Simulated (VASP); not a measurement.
Al:

```
Al
1.0
     0.00000    2.02481    2.02481
     2.02481    0.00000    2.02481
     2.02481    2.02481    0.00000
Al
1
Direct
  0.00000 0.00000 0.00000
```

| Item | Value |
| --- | --- |
| Program | VASP 6.6.1 |
| Task | relaxation of cell and atoms |
| Functional | PBEsol |
| Potentials or basis | VASP PAW PBE potentials, release 64 (Al) |
| Cutoff | 600 eV |
| k mesh | 18 × 18 × 18 |
| Occupations | gaussian, width 0.1 eV |
| Spin | no spin polarisation |

At the start: pressure -1.9 GPa; volume 16.60 Å³/atom.

**Question.** How do energy, volume and symmetry change on relaxing?

**Answer.** Over 3 steps the energy falls by 2.5 meV/atom and the volume is 16.19 Å³/atom (-2.5 %); space group Fm-3m (No. 225, to 0.05 Å).

Step by step:
```
step  energy change (eV)  largest force (eV/Å)  pressure (GPa)  volume (Å³)
   1              0.0000                0.0000           -1.90        16.60
   2             -0.0024                0.0000            0.31        16.13
   3             -0.0025                0.0000            0.00        16.19
```

Final structure:
```yaml
crystal:
  lattice:
    - [0.00000, 2.00803, 2.00803]
    - [2.00803, 0.00000, 2.00803]
    - [2.00803, 2.00803, 0.00000]
  atoms:
    - { symbol: Al, position: [0.00000, 0.00000, 0.00000] }
```

Caveat: the PAW data sets were made with another functional, which shifts forces and pressure a little.
